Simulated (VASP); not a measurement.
Set up this calculation in VASP 6.6.1, as the native input.

* Task: single point
* Functional: PBEsol
* Potentials or basis: VASP PAW PBE potentials, release 64 (Mn_pv, Sr_sv, P)
* Cutoff: 520 eV
* k mesh: 8 × 8 × 5
* Occupations: gaussian, width 0.0351 eV
* Spin: no spin polarisation
* Dipole correction: no
* k mesh for the DOS: 12 × 12 × 8
* Occupations for the DOS: tetrahedron
* Further INCAR settings: ALGO = Normal; EDIFF = 1e-06

The system is SrMnP.

```
Mn Sr P
1.0
     4.38767    0.00000    0.00000
     0.00000    4.38767    0.00000
     0.00000    0.00000    7.49893
Mn Sr P
2 2 2
Direct
  0.00000 0.00000 0.00000
  0.50000 0.50000 0.00000
  0.50000 0.00000 0.66650
  0.00000 0.50000 0.33350
  0.50000 0.00000 0.20560
  0.00000 0.50000 0.79440
```

These files were run (other wordings do the same):

POSCAR

```
SrMnP
1.0
    4.3876730000      0.0000000000      0.0000000000
    0.0000000000      4.3876730000      0.0000000000
    0.0000000000      0.0000000000      7.4989320000
Mn Sr P
2 2 2
Direct
    0.0000000000      0.0000000000      0.0000000000
    0.5000000000      0.5000000000      0.0000000000
    0.5000000000      0.0000000000      0.6665000000
    0.0000000000      0.5000000000      0.3335000000
    0.5000000000      0.0000000000      0.2056000000
    0.0000000000      0.5000000000      0.7944000000
```

INCAR.step1

```
SYSTEM = SrMnP
ALGO = Normal ; EDIFF = 1E-6
ENCUT = 520 ; GGA = PS
ISIF = 2 ; ISMEAR = 0
LASPH = .True. ; LCHARG = .True.
LMAXMIX = 4 ; LREAL = .False.
LWAVE = .False. ; NBANDS = 37
NELM = 80 ; PREC = Accurate
SIGMA = 0.0351
```

KPOINTS.step1

```
k-points
0
Gamma
  8 8 5
  0 0 0
```

INCAR.step2

```
SYSTEM = SrMnP
ALGO = Normal ; EDIFF = 1E-6
ENCUT = 520 ; GGA = PS
ICHARG = 11 ; ISIF = 2
ISMEAR = -5 ; LASPH = .True.
LCHARG = .False. ; LMAXMIX = 4
LORBIT = 11 ; LREAL = .False.
LWAVE = .False. ; NEDOS = 1001
NELM = 80 ; PREC = Accurate
SIGMA = 0.0351
```

KPOINTS.step2

```
k-points
0
Gamma
  12 12 8
  0 0 0
```

Potentials or basis: VASP PAW PBE potentials, release 64 (Mn_pv, Sr_sv, P).

The run is started by

```console
$ cat potpaw_PBE.64/Mn_pv/POTCAR potpaw_PBE.64/Sr_sv/POTCAR potpaw_PBE.64/P/POTCAR > POTCAR
$ cp INCAR.step1 INCAR
$ cp KPOINTS.step1 KPOINTS
$ mpirun -np 1 vasp_std > vasp.out
$ cp INCAR.step2 INCAR
$ cp KPOINTS.step2 KPOINTS
$ mpirun -np 1 vasp_std > vasp.out
```

It gave:

The valence electrons inside the program's atomic spheres are Mn 11.48; Sr 7.98; P 2.37.

Caveat: the run has no spin polarisation, though such a crystal can be magnetic.

Wall time 8 min on 1 thread of Intel(R) Xeon(R) Platinum 8488C (Sapphire Rapids), on a shared host, peak memory 0.7 GiB.
